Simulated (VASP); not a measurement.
# HgTe (Fm-3m) in VASP: further runs, part 2 of 2

VASP 6.6.1. Earlier steps stand in the parts before.

### Step 4. Electric field gradients, LDA (volume scaled by 1.02)

INCAR

```
SYSTEM = HgTe
  PREC = Accurate
  ENCUT = 400
  EDIFF = 1E-8
  ISMEAR = -1
  SIGMA = 0.08
  LREAL = .FALSE.
  LASPH = .TRUE.
  NELM = 120
  ALGO = Normal
  ISIF = 2
  LWAVE = .FALSE.
  LCHARG = .FALSE.
  GGA = CA
  LEFG = .TRUE.
  NBANDS = 16
  GGA_COMPAT = .FALSE.
```

KPOINTS

```
Automatic mesh
0
G
  10 10 10
  0 0 0
```

POSCAR

```
HgTe
1.0
    0.0000000000      2.9408482460      2.9408482460
    2.9408482460      0.0000000000      2.9408482460
    2.9408482460      2.9408482460      0.0000000000
Hg Te
1 1
Direct
    0.0000000000      0.0000000000      0.0000000000
    0.5000000000      0.5000000000      0.5000000000
```

Potentials or basis: VASP PAW LDA potentials, release 64 (Hg, Te).

The run is started by

```console
$ cat potpaw_LDA.64/Hg/POTCAR potpaw_LDA.64/Te/POTCAR > POTCAR
$ mpirun -np 1 vasp_std > vasp.out
```

OUTCAR:

```text
SYSTEM = HgTe
   PREC = Accurate
   ENCUT = 400
   EDIFF = 1E-8
   ISMEAR = -1
   LREAL = .FALSE.
   LASPH = .TRUE.
   NELM = 120
   ISIF = 2
   GGA = CA

 ion  position               nearest neighbor table
   1  0.000  0.000  0.000-   2 2.94   2 2.94   2 2.94   2 2.94   2 2.94   2 2.94
   2  0.500  0.500  0.500-   1 2.94   1 2.94   1 2.94   1 2.94   1 2.94   1 2.94

  LATTYP: Found a face centered cubic cell.
 ALAT       =     5.8816964920

  Lattice vectors:

 A1 = (   0.0000000000,   2.9408482460,   2.9408482460)
 A2 = (   2.9408482460,   0.0000000000,   2.9408482460)
 A3 = (   2.9408482460,   2.9408482460,   0.0000000000)

Analysis of symmetry for initial positions (statically):
=====================================================================
 Subroutine PRICEL returns:
 Original cell was already a primitive cell.

 Routine SETGRP: Setting up the symmetry group for a
 face centered cubic supercell.

[... 644 lines left out ...]
      direct lattice vectors                 reciprocal lattice vectors
     0.000000000  2.940848246  2.940848246    -0.170018973  0.170018973  0.170018973
     2.940848246  0.000000000  2.940848246     0.170018973 -0.170018973  0.170018973
     2.940848246  2.940848246  0.000000000     0.170018973  0.170018973 -0.170018973

 POSITION                                       TOTAL-FORCE (eV/Angst)
 -----------------------------------------------------------------------------------
      0.00000      0.00000      0.00000         0.000000      0.000000     -0.000000
      2.94085      2.94085      2.94085        -0.000000     -0.000000      0.000000
 -----------------------------------------------------------------------------------
    total drift:                               -0.000000      0.000000      0.000000

  FREE ENERGIE OF THE ION-ELECTRON SYSTEM (eV)
  ---------------------------------------------------
  free  energy   TOTEN  =        -4.9211329381 eV

  energy  without entropy=       -4.9082198517  energy(sigma->0) =       -4.91467639

 Electric field gradients (V/A^2)
---------------------------------------------------------------------
 ion       V_xx      V_yy      V_zz      V_xy      V_xz      V_yz
---------------------------------------------------------------------
   1      -0.000    -0.000    -0.000     0.001     0.001     0.001
   2      -0.000    -0.000    -0.000     0.000     0.000     0.000
---------------------------------------------------------------------

 Electric field gradients after diagonalization (V/A^2)
 (convention: |V_zz| > |V_xx| > |V_yy|)
----------------------------------------------------------------------
 ion       V_xx      V_yy      V_zz     asymmetry (V_yy - V_xx)/ V_zz
----------------------------------------------------------------------
   1      -0.001    -0.001     0.001       0.000
   2      -0.000    -0.000     0.000       0.000
----------------------------------------------------------------------

           NMR quadrupolar parameters

 Cq : quadrupolar parameter    Cq=e*Q*V_zz/h
 eta: asymmetry parameters     (V_yy - V_xx)/ V_zz
 Q  : nuclear electric quadrupole moment in mb (millibarn)
----------------------------------------------------------------------
 ion       Cq(MHz)       eta       Q (mb)
----------------------------------------------------------------------
   1       0.000       0.000       1.000
   2       0.000       0.000       1.000
----------------------------------------------------------------------
```

It took 32 s on 1 thread of Intel Xeon Platinum 8375C at 2.90GHz (Ice Lake), shared host; peak memory 0.16 GiB.

Results:

* Free energy: -4.9211 eV
* Pressure: 2.7 GPa
* Band gap on the k mesh: zero (band 9 reaches 5.93 eV, above the bottom of band 10 at 2.80 eV)

Levels at points of the mesh, in eV from the Fermi level:
```tsv
k point	band 6	band 7	band 8	band 9	band 10	band 11	band 12	band 13
(0.00, 0.00, 0.00)	-7.09	-0.87	-0.87	-0.87	-0.57	7.70	7.70	7.70
(0.50, 0.00, 0.00)	-6.86	-5.99	0.41	0.41	2.42	3.75	3.75	4.21
(0.50, 0.50, 0.00)	-5.97	-5.04	-2.96	-2.73	-2.73	4.67	9.69	9.69
```

Caveat: without QUAD_EFG the Cq values of the log hold for a quadrupole moment of 1 mb, not for the nuclei; spin-orbit coupling is left out, which moves the levels of the heavy elements.

### Step 5. Electric field gradients, LDA (volume scaled by 1.04)

INCAR

```
PREC = Accurate
ENCUT = 400
EDIFF = 1E-8
ISMEAR = -1
SIGMA = 0.08
LREAL = False
LASPH = True
NELM = 120
ALGO = Normal
ISIF = 2
LWAVE = False
LCHARG = False
LEFG = True
NBANDS = 16
GGA_COMPAT = False
```

KPOINTS

```
regular mesh
0
Gamma
  10 10 10
```

POSCAR

```
HgTe
1.0
    0.0000000000      2.9599451983      2.9599451983
    2.9599451983      0.0000000000      2.9599451983
    2.9599451983      2.9599451983      0.0000000000
Hg Te
1 1
Direct
    0.0000000000      0.0000000000      0.0000000000
    0.5000000000      0.5000000000      0.5000000000
```

Potentials or basis: VASP PAW LDA potentials, release 64 (Hg, Te).

The run is started by

```console
$ cat potpaw_LDA.64/Hg/POTCAR potpaw_LDA.64/Te/POTCAR > POTCAR
$ mpirun -np 1 vasp_std > vasp.out
```

OUTCAR:

```text
PREC = Accurate
   ENCUT = 400
   EDIFF = 1E-8
   ISMEAR = -1
   LREAL = False
   LASPH = True
   NELM = 120
   ISIF = 2

 ion  position               nearest neighbor table
   1  0.000  0.000  0.000-   2 2.96   2 2.96   2 2.96   2 2.96   2 2.96   2 2.96
   2  0.500  0.500  0.500-   1 2.96   1 2.96   1 2.96   1 2.96   1 2.96   1 2.96

  LATTYP: Found a face centered cubic cell.
 ALAT       =     5.9198903966

  Lattice vectors:

 A1 = (   0.0000000000,   2.9599451983,   2.9599451983)
 A2 = (   2.9599451983,   0.0000000000,   2.9599451983)
 A3 = (   2.9599451983,   2.9599451983,   0.0000000000)

Analysis of symmetry for initial positions (statically):
[... 666 lines left out ...]

  energy  without entropy=       -4.9201279725  energy(sigma->0) =       -4.92689705

 Electric field gradients (V/A^2)
---------------------------------------------------------------------
 ion       V_xx      V_yy      V_zz      V_xy      V_xz      V_yz
---------------------------------------------------------------------
   1      -0.000     0.000    -0.000     0.000     0.000     0.000
   2      -0.000    -0.000    -0.000     0.000     0.000     0.000
---------------------------------------------------------------------

 Electric field gradients after diagonalization (V/A^2)
 (convention: |V_zz| > |V_xx| > |V_yy|)
----------------------------------------------------------------------
 ion       V_xx      V_yy      V_zz     asymmetry (V_yy - V_xx)/ V_zz
----------------------------------------------------------------------
   1      -0.000    -0.000     0.001       0.000
   2      -0.000    -0.000     0.000       0.000
----------------------------------------------------------------------

           NMR quadrupolar parameters

 Cq : quadrupolar parameter    Cq=e*Q*V_zz/h
 eta: asymmetry parameters     (V_yy - V_xx)/ V_zz
 Q  : nuclear electric quadrupole moment in mb (millibarn)
----------------------------------------------------------------------
 ion       Cq(MHz)       eta       Q (mb)
----------------------------------------------------------------------
   1       0.000       0.000       1.000
   2       0.000       0.000       1.000
----------------------------------------------------------------------
```

OSZICAR:

```text
N       E                     dE             d eps       ncg     rms          rms(c)
DAV:   1     0.869509985172E+02    0.86951E+02   -0.71822E+03  1568   0.808E+02
DAV:   2    -0.251497290287E+01   -0.89466E+02   -0.84004E+02  1832   0.214E+02
DAV:   3    -0.513724139709E+01   -0.26223E+01   -0.26146E+01  1792   0.373E+01
DAV:   4    -0.515638561305E+01   -0.19144E-01   -0.19143E-01  2072   0.307E+00
DAV:   5    -0.515665488298E+01   -0.26927E-03   -0.26927E-03  1856   0.297E-01    0.897E+00
DAV:   6    -0.494621237455E+01    0.21044E+00   -0.42031E-01  1856   0.880E+00    0.680E+00
DAV:   7    -0.493609048337E+01    0.10122E-01   -0.69285E-02  1856   0.185E+00    0.225E+00
DAV:   8    -0.493392551016E+01    0.21650E-02   -0.69761E-03  1712   0.980E-01    0.505E-01
DAV:   9    -0.493366585902E+01    0.25965E-03   -0.41074E-04  2016   0.216E-01    0.653E-02
DAV:  10    -0.493366556757E+01    0.29144E-06   -0.35877E-05  1800   0.499E-02    0.362E-02
DAV:  11    -0.493366636452E+01   -0.79694E-06   -0.39211E-06  2008   0.130E-02    0.111E-02
DAV:  12    -0.493366612030E+01    0.24421E-06   -0.62983E-07  1696   0.526E-03    0.552E-03
DAV:  13    -0.493366612443E+01   -0.41268E-08   -0.57291E-08  1968   0.157E-03
   1 F= -.49336661E+01 E0= -.49268970E+01  d E =-.135382E-01
```

It took 38 s on 1 thread of Intel Xeon Platinum 8375C at 2.90GHz (Ice Lake), shared host; peak memory 0.15 GiB.

Results:

| Item | Value |
| --- | --- |
| Free energy | -4.9337 eV |
| Pressure | 1.2 GPa |
| Band gap on the k mesh | zero (band 9 reaches 5.66 eV, above the bottom of band 10 at 2.64 eV) |

Caveat: without QUAD_EFG the Cq values of the log hold for a quadrupole moment of 1 mb, not for the nuclei; spin-orbit coupling is left out, which moves the levels of the heavy elements.

### Step 6. The runs side by side

| cell | gap on the mesh (eV) | pressure (GPa) |
| --- | --- | --- |
| a = 4.118 Å, angles 60.0°, 2 atoms | none | 5.3 |
| a = 4.145 Å, angles 60.0°, 2 atoms | none | 3.5 |
| a = 4.159 Å, angles 60.0°, 2 atoms | none | 2.7 |
| a = 4.186 Å, angles 60.0°, 2 atoms | none | 1.2 |

Alike in all rows: task electric field gradients; level LDA; potentials or basis VASP PAW LDA potentials, release 64 (Hg, Te); no spin polarisation; k mesh 10 × 10 × 10; cutoff (eV) 400; smearing fermi-dirac 0.08 eV.

Caveats: spin-orbit coupling is left out, which moves the levels of the heavy elements.

Total energies depend on the potentials used, so only differences within one code and one set of settings carry meaning.
